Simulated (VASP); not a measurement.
# W7C8 (a cell with a defect) in VASP: single point with PBE

Aim: the single point of W7C8 (a cell with a defect) with PBE.

Everything below comes from runs of VASP 6.6.1. Logs are shortened: lines on timing, memory, paths and dates and some standing lists are left out, and cuts for length are marked.

**1. The cell of the first run**

The cell holds a defect, 15 atoms: a = 5.863 Å, b = 5.863 Å, c = 5.690 Å, α = 90.00°, β = 90.00°, γ = 120.00°.

**2. Single point, PBE**

Input file INCAR:

```
ALGO = Normal ; EDIFF = 1E-6
ENCUT = 520 ; GGA = PE
GGA_COMPAT = F ; ISIF = 2
ISMEAR = -1 ; LASPH = T
LCHARG = T ; LELF = T
LREAL = F ; LVHAR = T
LWAVE = F ; NBANDS = 78
NELM = 120 ; PREC = Accurate
SIGMA = 0.5
```

Input file KPOINTS:

```
k-points
0
Gamma
  4 4 3
```

Input file POSCAR:

```
W7C8
1.0
    5.8626610600      0.0000000000      0.0000000000
   -2.9313305300      5.0772134100      0.0000000000
    0.0000000000      0.0000000000      5.6902837200
W C
7 8
Direct
   -0.0083575814     -0.0055386681      0.0037994591
   -0.5039944444     -0.5098840232      0.5037933328
   -0.0094981236      0.4938896197      0.0038027981
   -0.0170889214      0.4900745348      0.5037998351
    0.4922039938     -0.0044173837      0.0038066643
    0.4959692761      0.0031708338      0.5038075676
    0.4922064321      0.4938864683      0.0038001620
    0.3368138472      0.1670625068      0.2451881257
    0.3368191750      0.1670465532      0.7624384325
    0.3249657611      0.6611315556      0.2649925863
    0.3249667788      0.6611161929      0.7426163980
    0.8190257646      0.1670587646      0.2451807447
    0.8190219748      0.1670467502      0.7624465165
    0.8190283389      0.6492388115      0.2451810962
    0.8190256936      0.6492171461      0.7624488011
```

Potentials or basis: VASP PAW PBE potentials, release 64 (W_sv, C).

On the command line:

```sh
$ cat potpaw_PBE.64/W_sv/POTCAR potpaw_PBE.64/C/POTCAR > POTCAR
$ mpirun -np 1 vasp_std > vasp.out
```

OUTCAR:

```text
EDIFF = 1E-6
   ENCUT = 520
   GGA = PE
   ISIF = 2
   ISMEAR = -1
   LASPH = T
   LREAL = F
   NELM = 120
   PREC = Accurate

 ion  position               nearest neighbor table
   1  0.992  0.994  0.004-   9 2.23   8 2.23  13 2.23  12 2.23  15 2.23  14 2.23   7 2.93   3 2.93
                             5 2.93   5 2.93   3 2.93   7 2.93
   2  0.496  0.490  0.504-  14 2.20   8 2.20  15 2.20   9 2.20  10 2.21  11 2.21   7 2.85   7 2.85
                             4 2.85   6 2.85   6 3.01   4 3.01
   3  0.991  0.494  0.004-  15 2.15  13 2.15  14 2.15  12 2.15  11 2.26  10 2.26   4 2.85   4 2.85
                             7 2.92   5 2.92   1 2.93   1 2.93   5 2.94   7 2.94
   4  0.983  0.490  0.504-  12 2.20  14 2.20  13 2.20  15 2.20  10 2.21  11 2.21   3 2.85   3 2.85
                             6 2.85   2 2.85   2 3.01   6 3.01
   5  0.492  0.996  0.004-  13 2.15  12 2.15   9 2.15   8 2.15  10 2.26  11 2.26   6 2.85   6 2.85
                             3 2.92   7 2.92   1 2.93   1 2.93   7 2.94   3 2.94
   6  0.496  0.003  0.504-   9 2.20   8 2.20  12 2.20  13 2.20  10 2.21  11 2.21   5 2.85   5 2.85
                             4 2.85   2 2.85   2 3.01   4 3.01
   7  0.492  0.494  0.004-  15 2.15   9 2.15  14 2.15   8 2.15  11 2.26  10 2.26   2 2.85   2 2.85
                             3 2.92   5 2.92   1 2.93   1 2.93   5 2.94   3 2.94
   8  0.337  0.167  0.245-   7 2.15   5 2.15   2 2.20   6 2.20   1 2.23
   9  0.337  0.167  0.762-   7 2.15   5 2.15   6 2.20   2 2.20   1 2.23
  10  0.325  0.661  0.265-   6 2.21   2 2.21   4 2.21   5 2.26   3 2.26   7 2.26
  11  0.325  0.661  0.743-   2 2.21   6 2.21   4 2.21   3 2.26   7 2.26   5 2.26
  12  0.819  0.167  0.245-   5 2.15   3 2.15   4 2.20   6 2.20   1 2.23
  13  0.819  0.167  0.762-   5 2.15   3 2.15   4 2.20   6 2.20   1 2.23
  14  0.819  0.649  0.245-   3 2.15   7 2.15   2 2.20   4 2.20   1 2.23
  15  0.819  0.649  0.762-   3 2.15   7 2.15   2 2.20   4 2.20   1 2.23

  LATTYP: Found a hexagonal cell.
 ALAT       =     5.8626610600
 C/A-ratio  =     0.9705974236

  Lattice vectors:

 A1 = (   5.8626610600,   0.0000000000,   0.0000000000)
 A2 = (  -2.9313305300,   5.0772134100,   0.0000000000)
 A3 = (   0.0000000000,   0.0000000000,   5.6902837200)

Analysis of symmetry for initial positions (statically):
=====================================================================
 Subroutine PRICEL returns:
 Original cell was already a primitive cell.

 Routine SETGRP: Setting up the symmetry group for a
 hexagonal supercell.

 Subroutine GETGRP returns: Found  1 space group operations
 (whereof  1 operations were pure point group operations)
 out of a pool of 24 trial point group operations.

The static configuration has the point symmetry C_1 .

Analysis of symmetry for dynamics (positions and initial velocities):
=====================================================================
 Subroutine PRICEL returns:
 Original cell was already a primitive cell.

 Routine SETGRP: Setting up the symmetry group for a
 hexagonal supercell.

 Subroutine GETGRP returns: Found  1 space group operations
 (whereof  1 operations were pure point group operations)
 out of a pool of 24 trial point group operations.

The dynamic configuration has the point symmetry C_1 .

 Subroutine INISYM returns: Found  1 space group operations
 (whereof  1 operations are pure point group operations),
 and found     1 'primitive' translations

----------------------------------------------------------------------------------------

                                     Primitive cell

  volume of cell :     169.3769

  direct lattice vectors                    reciprocal lattice vectors
     5.862661060  0.000000000  0.000000000     0.170571007  0.098479217  0.000000000
    -2.931330530  5.077213410  0.000000000     0.000000000  0.196958434  0.000000000
     0.000000000  0.000000000  5.690283720     0.000000000  0.000000000  0.175738162

  length of vectors
     5.862661060  5.862661058  5.690283720     0.196958433  0.196958434  0.175738162

  position of ions in fractional coordinates (direct lattice)
     0.991642419  0.994461332  0.003799459
     0.496005556  0.490115977  0.503793333
[... 44 lines left out ...]
     0.000000000  0.049239608  0.000000000     0.000000000  0.250000000  0.000000000
     0.000000000  0.000000000  0.058579387     0.000000000  0.000000000  0.333333333

  Length of vectors
     0.049239608  0.049239608  0.058579387

  Shift w.r.t. Gamma in fractional coordinates (k-lattice)
     0.000000000  0.000000000  0.000000000

 Subroutine IBZKPT returns following result:
 ===========================================

 Found     26 irreducible k-points:

 Following reciprocal coordinates:
            Coordinates               Weight
  0.000000  0.000000  0.000000      1.000000
  0.250000  0.000000  0.000000      2.000000
  0.000000  0.250000  0.000000      2.000000
 -0.250000  0.250000  0.000000      2.000000
  0.500000  0.000000  0.000000      1.000000
  0.000000  0.500000  0.000000      1.000000
[... 16 lines left out ...]
  0.500000  0.250000  0.333333      2.000000
 -0.250000 -0.250000  0.333333      2.000000
 [... further k-points ...]
   k-points           NKPTS =     26   k-points in BZ     NKDIM =     26   number of bands    NBANDS=     78
   number of dos      NEDOS =    301   number of ions     NIONS =     15
   total plane-waves  NPLWV =  96768
   dimension x,y,z NGX =    48 NGY =   48 NGZ =   42
   dimension x,y,z NGXF=    96 NGYF=   96 NGZF=   84
   ions per type =               7   8
   NGX,Y,Z   is equivalent  to a cutoff of  13.61, 13.61, 12.27 a.u.
   NGXF,Y,Z  is equivalent  to a cutoff of  27.22, 27.22, 24.54 a.u.
 SYSTEM =  unknown system
   PREC   = accura    normal or accurate (medium, high low for compatibility)
   ISTART =      0    job   : 0-new  1-cont  2-samecut
   ICHARG =      2    charge: 1-file 2-atom 10-const
   ISPIN  =      1    spin polarized calculation?
   LNONCOLLINEAR =      F non collinear calculations
   LSORBIT =      F    spin-orbit coupling
   LASPH  =      T    aspherical Exc in radial PAW
   ENCUT  =  520.0 eV  38.22 Ry    6.18 a.u.  10.90 10.90 10.58*2*pi/ulx,y,z
   NELM   =    120;   NELMIN=  2; NELMDL= -5     # of ELM steps
   EDIFF  = 0.1E-05   stopping-criterion for ELM
   LREAL  =      F    real-space projection
   EDIFFG = 0.1E-04   stopping-criterion for IOM
   NSW    =      0    number of steps for IOM
   IBRION =     -1    ionic relax: 0-MD 1-quasi-New 2-CG
   NFREE  =      0    steps in history (QN), initial steepest desc. (CG)
   ISIF   =      2    stress and relaxation
   ISYM   =      2    0-nonsym 1-usesym 2-fastsym
   POTIM  = 0.5000    time-step for ionic-motion
   TEBEG  =    0.0;   TEEND  =   0.0 temperature during run
   PSTRESS=    0.0 pullay stress
   NELECT =     130.0000    total number of electrons
   NUPDOWN=      -1.0000    fix difference up-down
   EMIN   =  10.00;   EMAX   =-10.00  energy-range for DOS
   EFERMI =   0.00;   METHOD = LEGACY
   ISMEAR =    -1;   SIGMA  =   0.50  broadening in eV -4-tet -1-fermi 0-gaus
   EFERMI_NEDOS =   21; number of points for ismear=-14 and -15
   IALGO  =     38    algorithm
   IMIX   =      4    mixing-type and parameters
     AMIX     =   0.40;   BMIX     =  1.00
     AMIX_MAG =   1.60;   BMIX_MAG =  1.00
  volume/ion in A,a.u.               =      11.29        76.20
  Fermi-wavevector in a.u.,A,eV,Ry     =   1.498895  2.832501 30.568026  2.246687
  Thomas-Fermi vector in A             =   2.610595
   LORBIT       =      0    0 simple, 1 ext, 2 COOP (PROOUT), +10 PAW based schemes
   GGA     = PE    functional components
   LHFCALC =     F    Hartree Fock is set to
   AEXX    =    0.0000 exact exchange contribution
   IVDW    =     0    specifies the selected vdW correction
   LEPSILON=     F    determine dielectric tensor
   LRPA    =     F    only Hartree local field effects (RPA)
 non-spin polarized calculation
  energy-cutoff  :      520.00
  volume of cell :      169.38
 maximum number of plane-waves:      4584
 NGX is ok and might be reduce to    48
   NGX = 21   NGY = 21   NGZ = 21

 number of electron     129.9999997 magnetization

 Free energy of the ion-electron system (eV)
  ---------------------------------------------------
  ext. energy  EPLUGINS =         0.00000000
  ---------------------------------------------------
  free energy    TOTEN  =      -162.72964936 eV

  energy without entropy =     -158.10111928  energy(sigma->0) =     -160.41538432

 E-fermi :   9.4456     XC(G=0): -12.9868

 val. band max:        9.4070097964   @ k =   0.2500   0.0000   0.3333
 cond. band min:       9.4890007374   @ k =   0.5000   0.0000   0.3333
 fundamental gap:      0.0819909410
 Fermi energy:         9.4456258276

 k-point     1 :       0.0000    0.0000    0.0000
  band No.  band energies     occupation
      1     -64.8845      2.00000
      2     -64.8441      2.00000
      3     -64.8440      2.00000
      4     -64.6347      2.00000
      5     -64.5935      2.00000
      6     -64.5935      2.00000
[... 1909 lines left out ...]
     76      13.1334      0.00125
     77      13.1926      0.00111

 [... further k-points ...]

 [bands above 77 left out]

------------------------ aborting loop because EDIFF is reached ----------------------------------------

  FORCE on cell =-STRESS in cart. coord.  units (eV):
  Direction    XX          YY          ZZ          XY          YZ          ZX
  --------------------------------------------------------------------------------------
  -------------------------------------------------------------------------------------
  Total       -0.8380999     -0.8381621     -7.3051702      0.0002413     -0.0014694      0.0008200
  in kB       -7.9277923     -7.9283802    -69.1013917      0.0022823     -0.0138998      0.0077564
  external PRESSURE =     -28.3191881 kB  Pullay stress =       0.0000000 kB

 VOLUME and BASIS-vectors are now :
 -----------------------------------------------------------------------------
  energy-cutoff  :      520.00
  volume of cell :      169.38
      direct lattice vectors                 reciprocal lattice vectors
     5.862661060  0.000000000  0.000000000     0.170571007  0.098479217  0.000000000
    -2.931330530  5.077213410  0.000000000     0.000000000  0.196958434  0.000000000
     0.000000000  0.000000000  5.690283720     0.000000000  0.000000000  0.175738162

 POSITION                                       TOTAL-FORCE (eV/Angst)
 -----------------------------------------------------------------------------------
      2.89857      5.04909      0.02162        -0.000669     -0.001114      0.000727
      1.47122      2.48842      2.86673        -0.007783      0.003314      0.001343
      4.35922      2.50758      0.02164         0.014239      0.007386      0.000578
      4.32590      2.48821      2.86676         0.007698      0.005118      0.000704
     -0.03276      5.05479      0.02166        -0.001646     -0.015245      0.000543
      2.89841      0.01610      2.86681         0.000572     -0.008871     -0.000054
      1.43790      2.50757      0.02162        -0.015008      0.007711      0.000418
      1.48491      0.84821      1.39519        -0.014143     -0.009351      0.012965
      1.48499      0.84813      4.33849        -0.014781     -0.008366     -0.014155
     -0.03283      3.35671      1.50788         0.000422     -0.000483     -0.006282
     -0.03278      3.35663      4.22570        -0.000018      0.000097      0.005906
      4.31197      0.84819      1.39515         0.015729     -0.009353      0.013642
      4.31198      0.84813      4.33854         0.015718     -0.008830     -0.014793
      2.89855      3.29632      1.39515         0.000070      0.018718      0.013509
      2.89860      3.29621      4.33855        -0.000402      0.019269     -0.015050
 -----------------------------------------------------------------------------------
    total drift:                               -0.000039     -0.000265     -0.000383

  FREE ENERGIE OF THE ION-ELECTRON SYSTEM (eV)
  ---------------------------------------------------
  free  energy   TOTEN  =      -162.7296493566 eV

  energy  without entropy=     -158.1011192806  energy(sigma->0) =     -160.41538432
```

It took 11 min on 1 thread of Oxide Virtual Turin-like, shared host; peak memory 0.41 GiB.

What came out:

- Free energy: -162.7296 eV
- Pressure: -2.8 GPa
- Largest force: 0.024 eV/Å
- Band gap on the k mesh: zero (bands 65 and 66 overlap by 0.64 eV)

Forces in eV/Å, atoms in the order of the input:
```
W   -0.001 -0.001  0.001
W   -0.008  0.003  0.001
W    0.014  0.007  0.001
W    0.008  0.005  0.001
W   -0.002 -0.015  0.001
W    0.001 -0.009  0.000
W   -0.015  0.008  0.000
C   -0.014 -0.009  0.013
C   -0.015 -0.008 -0.014
C    0.000  0.000 -0.006
C    0.000  0.000  0.006
C    0.016 -0.009  0.014
C    0.016 -0.009 -0.015
C    0.000  0.019  0.014
C    0.000  0.019 -0.015
```

Stress tensor (GPa, compression positive):
```
-0.79  0.00  0.00
 0.00 -0.79  0.00
 0.00  0.00 -6.91
```

Levels at points of the mesh, in eV from the Fermi level:
| k point | band 61 | band 62 | band 63 | band 64 | band 65 | band 66 | band 67 | band 68 | band 69 | band 70 |
| --- | --- | --- | --- | --- | --- | --- | --- | --- | --- | --- |
| (0.00, 0.00, 0.00) | -0.59 | -0.59 | -0.39 | 0.16 | 0.33 | 0.45 | 0.45 | 1.28 | 1.28 | 2.12 |
| (0.50, 0.00, 0.00) | -1.48 | -1.24 | -1.20 | -1.12 | -0.76 | -0.04 | 0.08 | 1.16 | 1.40 | 1.69 |
| (0.00, 0.50, 0.00) | -1.48 | -1.24 | -1.20 | -1.12 | -0.76 | -0.04 | 0.08 | 1.16 | 1.40 | 1.69 |
| (0.50, 0.50, 0.00) | -1.48 | -1.24 | -1.20 | -1.12 | -0.76 | -0.04 | 0.08 | 1.16 | 1.40 | 1.69 |

Caveat: the k points lie up to 0.37 Å⁻¹ apart, too coarse for converged energies and pressures of a metal; so wide a smearing shifts energies and pressures; spin-orbit coupling is left out, which moves the levels of the heavy elements.

The gap in the log of VASP goes by the Fermi energy; the results here count the filled bands.